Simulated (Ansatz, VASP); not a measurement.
**ZnO in VASP and in Ansatz**

File INCAR:

```
SYSTEM = ZnO
ALGO = Normal
EDIFF = 1E-6
ENCUT = 520
GGA = CA
ISIF = 2
ISMEAR = 0
LASPH = .True.
LCHARG = .True.
LELF = .True.
LREAL = .False.
LVHAR = .True.
LWAVE = .False.
NBANDS = 26
NELM = 80
PREC = Accurate
SIGMA = 0.02
```

KPOINTS

```
k-points
0
Gamma
  12 12 6
  0 0 0
```

Contents of POSCAR:

```
ZnO
1.0
    3.2794963806      0.0000000000      0.0000000000
   -1.6397481903      2.8401271772      0.0000000000
    0.0000000000      0.0000000000      5.2933196413
Zn O
2 2
Direct
    0.3333333333      0.6666666667      0.4999697863
    0.6666666667      0.3333333333     -0.0000302137
    0.6666666667      0.3333333333      0.3790402137
    0.3333333333      0.6666666667      0.8790402137
```

Input for Ansatz:

```yaml
crystal:
  lattice:
    - [3.2794963784, 0.0, 0.0]
    - [-1.6397481892, 2.8401271753, 0.0]
    - [0.0, 0.0, 5.2933196489]
  atoms:
    - { symbol: Zn, position: [0.3333333333, 0.6666666667, 0.4999697863] }
    - { symbol: Zn, position: [0.6666666667, 0.3333333333, -3.02137e-05] }
    - { symbol: O, position: [0.6666666667, 0.3333333333, 0.3790402137] }
    - { symbol: O, position: [0.3333333333, 0.6666666667, 0.8790402137] }
basis:
  ecutwfc: 420
kpoints:
  mp_grid: { grid: [12, 12, 6] }
  band_path:
    path:
      - [[0.0, 0.0, 0.0], [0.5, 0.0, 0.0], [0.33333333, 0.33333333, 0.0], [0.0, 0.0, 0.0], [0.0, 0.0, 0.5], [0.5, 0.0, 0.5], [0.33333333, 0.33333333, 0.5], [0.0, 0.0, 0.5]]
      - [[0.5, 0.0, 0.5], [0.5, 0.0, 0.0]]
      - [[0.33333333, 0.33333333, 0.5], [0.33333333, 0.33333333, 0.0]]
    npoints: 14
hamiltonian:
  xc: lda
scf:
  occupations: { method: gaussian, width: 0.02 }
  n_extra_bands: 10
output:
  forces: true
  stress: true
  eigenvalues: true
  populations: true
  dos: { projected: true, de: 0.02, nscf_kmesh: { grid: [18, 18, 9] } }
  bader: true
  write_density: true
  write_potential: true
  elf: true
  volumetric_format: npy
```

Alike in both runs: task single point; functional LDA; k mesh 12 × 12 × 6; occupations gaussian, width 0.02 eV; no spin polarisation.

|  | VASP | Ansatz |
| --- | --- | --- |
| version | VASP 6.6.1 | Ansatz 0.2.0 |
| potentials or method | VASP PAW LDA potentials, release 64 (Zn, O), cutoff 520 eV | scalar-relativistic, plane waves, PAW |
| valence electrons in the cell | 36 | 36 |

|  | VASP | Ansatz | Ansatz less VASP |
| --- | --- | --- | --- |
| gap on the k mesh at the Fermi level (eV) | 0.68 | 0.67 | -0.005 |
| least direct gap on the mesh (eV) | 0.68 | 0.67 | -0.005 |
| pressure (GPa) | -10.4 | -11.2 | -0.85 |
| traceless stress, the component that is largest in VASP (GPa) | 0.11 | 0.12 | +0.004 |

LDA's correlation is that of Perdew and Zunger in VASP and of Perdew and Wang (1992) in Ansatz.
